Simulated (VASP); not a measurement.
# GaN (F-43m) in VASP: further runs, part 2 of 2

VASP 6.6.1.

## (5) Single point, r2SCAN (strain -5.0%)

File POSCAR:

```
GaN
1.0
    0.0000000000      2.1365049176      2.1365049176
    2.1365049176      0.0000000000      2.1365049176
    2.1365049176      2.1365049176      0.0000000000
Ga N
1 1
Direct
    0.0000000000      0.0000000000      0.0000000000
    0.2500000000      0.2500000000      0.2500000000
```

File INCAR.step1:

```
PREC = Accurate ; ENCUT = 520
ISMEAR = 0 ; SIGMA = 0.01
LREAL = F ; LASPH = T
NELM = 100 ; NBANDS = 16
GGA = PE ; ALGO = Normal
EDIFF = 1E-4 ; LWAVE = T
LCHARG = F
```

File INCAR.step2:

```
PREC = Accurate ; ENCUT = 520
EDIFF = 1E-6 ; ISMEAR = 0
SIGMA = 0.01 ; LREAL = F
LASPH = T ; NELM = 100
ALGO = Normal ; ISIF = 2
LWAVE = F ; LCHARG = F
METAGGA = R2SCAN ; LMIXTAU = T
NBANDS = 16 ; ISTART = 1
```

File KPOINTS:

```
regular mesh
0
Gamma
  10 10 10
```

Potentials or basis: VASP PAW PBE potentials, release 64 (Ga_d, N).

The run is started by

```sh
> cat potpaw_PBE.64/Ga_d/POTCAR potpaw_PBE.64/N/POTCAR > POTCAR
> cp INCAR.step1 INCAR
> mpirun -np 1 vasp_std > vasp.out
> cp INCAR.step2 INCAR
> mpirun -np 1 vasp_std > vasp.out
```

OUTCAR:

```text
PREC = Accurate
   ENCUT = 520
   EDIFF = 1E-6
   ISMEAR = 0
   LREAL = F
   LASPH = T
   NELM = 100
   ISIF = 2
   METAGGA = R2SCAN
   ISTART = 1

 ion  position               nearest neighbor table
   1  0.000  0.000  0.000-   2 1.85   2 1.85   2 1.85   2 1.85
   2  0.250  0.250  0.250-   1 1.85   1 1.85   1 1.85   1 1.85

  LATTYP: Found a face centered cubic cell.
 ALAT       =     4.2730098352

  Lattice vectors:

 A1 = (   0.0000000000,   2.1365049176,   2.1365049176)
 A2 = (   2.1365049176,   0.0000000000,   2.1365049176)
 A3 = (   2.1365049176,   2.1365049176,   0.0000000000)

Analysis of symmetry for initial positions (statically):
=====================================================================
 Subroutine PRICEL returns:
 Original cell was already a primitive cell.

 Routine SETGRP: Setting up the symmetry group for a
 face centered cubic supercell.

 Subroutine GETGRP returns: Found 24 space group operations
 (whereof 24 operations were pure point group operations)
 out of a pool of 48 trial point group operations.

The static configuration has the point symmetry T_d .

Analysis of symmetry for dynamics (positions and initial velocities):
=====================================================================
 Subroutine PRICEL returns:
 Original cell was already a primitive cell.

 Routine SETGRP: Setting up the symmetry group for a
 face centered cubic supercell.

 Subroutine GETGRP returns: Found 24 space group operations
 (whereof 24 operations were pure point group operations)
 out of a pool of 48 trial point group operations.

The dynamic configuration has the point symmetry T_d .

 Subroutine INISYM returns: Found 24 space group operations
 (whereof 24 operations are pure point group operations),
 and found     1 'primitive' translations

----------------------------------------------------------------------------------------
[... 105 lines left out ...]
   NUPDOWN=      -1.0000    fix difference up-down
   EMIN   =  10.00;   EMAX   =-10.00  energy-range for DOS
   EFERMI =   0.00;   METHOD = LEGACY
   ISMEAR =     0;   SIGMA  =   0.01  broadening in eV -4-tet -1-fermi 0-gaus
   EFERMI_NEDOS =   21; number of points for ismear=-14 and -15
   IALGO  =     38    algorithm
   IMIX   =      4    mixing-type and parameters
     AMIX     =   0.40;   BMIX     =  1.00
     AMIX_MAG =   1.60;   BMIX_MAG =  1.00
  volume/ion in A,a.u.               =       9.75        65.81
  Fermi-wavevector in a.u.,A,eV,Ry     =   1.593866  3.011970 34.564355  2.540408
  Thomas-Fermi vector in A             =   2.692029
   LORBIT       =      0    0 simple, 1 ext, 2 COOP (PROOUT), +10 PAW based schemes
   METAGGA = R2SCAN    functional components
   LHFCALC =     F    Hartree Fock is set to
   AEXX    =    0.0000 exact exchange contribution
   IVDW    =     0    specifies the selected vdW correction
   LEPSILON=     F    determine dielectric tensor
   LRPA    =     F    only Hartree local field effects (RPA)
 non-spin polarized calculation
 Gauss-broadening in eV      SIGMA  =   0.01
  energy-cutoff  :      520.00
  volume of cell :       19.50
 maximum number of plane-waves:       544
   NGX = 11   NGY = 11   NGZ = 11

 number of electron      18.0000004 magnetization

 Free energy of the ion-electron system (eV)
  ---------------------------------------------------
  ext. energy  EPLUGINS =         0.00000000
  ---------------------------------------------------
  free energy    TOTEN  =       -21.49377821 eV

  energy without entropy =      -21.49377821  energy(sigma->0) =      -21.49377821

 E-fermi :   6.9660     XC(G=0): -13.6087

 val. band max:        6.9218406985   @ k =   0.0000   0.0000   0.0000
 cond. band min:      10.1007510525   @ k =   0.0000   0.0000   0.0000
 fundamental gap:      3.1789103540
 Fermi energy:         6.9659844954

 k-point     1 :       0.0000    0.0000    0.0000
  band No.  band energies     occupation
      1     -11.3381      2.00000
      2      -7.1612      2.00000
      3      -7.1612      2.00000
      4      -7.1612      2.00000
      5      -6.5987      2.00000
      6      -6.5987      2.00000
[... 433 lines left out ...]
      3      -6.7882      2.00000
      4      -6.7882      2.00000
      5      -6.5030      2.00000
      6      -5.9104      2.00000
[... 8 lines left out ...]
     15      32.0275      0.00000
     16      33.0333      0.00000

 [... further k-points ...]
[... 5 lines left out ...]
  --------------------------------------------------------------------------------------
  -------------------------------------------------------------------------------------
  Total        5.3523237      5.3523237      5.3523237      0.0000000      0.0000000     -0.0000000
  in kB      439.6542394    439.6542394    439.6542394      0.0000000      0.0000000     -0.0000000
  external PRESSURE =     439.6542394 kB  Pullay stress =       0.0000000 kB

 VOLUME and BASIS-vectors are now :
 -----------------------------------------------------------------------------
  energy-cutoff  :      520.00
  volume of cell :       19.50
      direct lattice vectors                 reciprocal lattice vectors
     0.000000000  2.136504918  2.136504918    -0.234027077  0.234027077  0.234027077
     2.136504918  0.000000000  2.136504918     0.234027077 -0.234027077  0.234027077
     2.136504918  2.136504918  0.000000000     0.234027077  0.234027077 -0.234027077

 POSITION                                       TOTAL-FORCE (eV/Angst)
 -----------------------------------------------------------------------------------
      0.00000      0.00000      0.00000        -0.000000     -0.000000     -0.000000
      1.06825      1.06825      1.06825         0.000000      0.000000      0.000000
 -----------------------------------------------------------------------------------
    total drift:                                0.000010      0.000010      0.000010

  FREE ENERGIE OF THE ION-ELECTRON SYSTEM (eV)
  ---------------------------------------------------
  free  energy   TOTEN  =       -21.4937782132 eV

  energy  without entropy=      -21.4937782132  energy(sigma->0) =      -21.49377821
```

OUTCAR.step1:

```text
PREC = Accurate
   ENCUT = 520
   ISMEAR = 0
   LREAL = F
   LASPH = T
[... 676 lines left out ...]
 -----------------------------------------------------------------------------------
      0.00000      0.00000      0.00000         0.000000      0.000000      0.000000
      1.06825      1.06825      1.06825        -0.000000     -0.000000     -0.000000
 -----------------------------------------------------------------------------------
    total drift:                                0.000003      0.000003      0.000003

  FREE ENERGIE OF THE ION-ELECTRON SYSTEM (eV)
  ---------------------------------------------------
  free  energy   TOTEN  =       -11.6374663440 eV

  energy  without entropy=      -11.6374663440  energy(sigma->0) =      -11.63746634
```

OSZICAR.step1:

```text
N       E                     dE             d eps       ncg     rms          rms(c)
DAV:   1     0.794634909655E+02    0.79463E+02   -0.93139E+03  1720   0.213E+03
DAV:   2    -0.902409117971E+01   -0.88488E+02   -0.83604E+02  1704   0.330E+02
DAV:   3    -0.138970656042E+02   -0.48730E+01   -0.48540E+01  1792   0.676E+01
DAV:   4    -0.139461255350E+02   -0.49060E-01   -0.49052E-01  1840   0.697E+00
DAV:   5    -0.139467160044E+02   -0.59047E-03   -0.59047E-03  1832   0.699E-01    0.838E+00
DAV:   6    -0.116320590026E+02    0.23147E+01   -0.47506E+00  2296   0.458E+01    0.273E+00
DAV:   7    -0.116449988446E+02   -0.12940E-01   -0.44618E-01  1632   0.645E+00    0.188E+00
DAV:   8    -0.116410356167E+02    0.39632E-02   -0.40516E-02  1928   0.388E+00    0.576E-01
DAV:   9    -0.116373592081E+02    0.36764E-02   -0.14408E-02  2144   0.333E+00    0.136E-01
DAV:  10    -0.116374675292E+02   -0.10832E-03   -0.11780E-03  1960   0.505E-01    0.259E-02
DAV:  11    -0.116374663440E+02    0.11853E-05   -0.99206E-05  1144   0.135E-01
   1 F= -.11637466E+02 E0= -.11637466E+02  d E =-.143038-117
```

It took 2 min on 1 thread of Intel Xeon 6975P-C, shared host; peak memory 0.15 GiB.

Results:

| Property | Result |
| --- | --- |
| Free energy | -21.4938 eV |
| Pressure | 44.0 GPa |
| Band gap on the k mesh | 3.18 eV, direct |

Levels at points of the mesh, in eV from the valence-band top:
```tsv
k point	band 7	band 8	band 9	band 10	band 11	band 12
(0.00, 0.00, 0.00)	0.00	0.00	0.00	3.18	12.06	12.06
(0.50, 0.00, 0.00)	-8.34	-1.22	-1.22	6.31	10.27	11.85
(0.50, 0.50, 0.00)	-6.94	-3.42	-3.42	3.82	8.18	13.94
```

Caveat: the cell differs from its parent crystal (strain -5.0%); the PAW data sets were made with another functional, which shifts forces and pressure a little.

## (6) Overview

| level | cell | smearing | gap on the mesh (eV) | pressure (GPa) |
| --- | --- | --- | --- | --- |
| PBE | a = 3.021 Å, angles 60.0°, 2 atoms | fermi-dirac 0.02 eV | 2.75 | 48.3 |
| PBE | a = 3.180 Å, angles 60.0°, 2 atoms | fermi-dirac 0.02 eV | 1.76 | 6.3 |
| PBE | a = 3.212 Å, angles 60.0°, 2 atoms | fermi-dirac 0.02 eV | 1.57 | 0.7 |
| r2SCAN | a = 3.021 Å, angles 60.0°, 2 atoms | gaussian 0.01 eV | 3.18 | 44.0 |

Alike in all rows: task single point; potentials or basis VASP PAW PBE potentials, release 64 (Ga_d, N); no spin polarisation; k mesh 10 × 10 × 10; cutoff (eV) 520.

Caveats: the PAW data sets were made with another functional, which shifts forces and pressure a little (some runs).

Absolute energies hang on the potentials; compare differences alone.
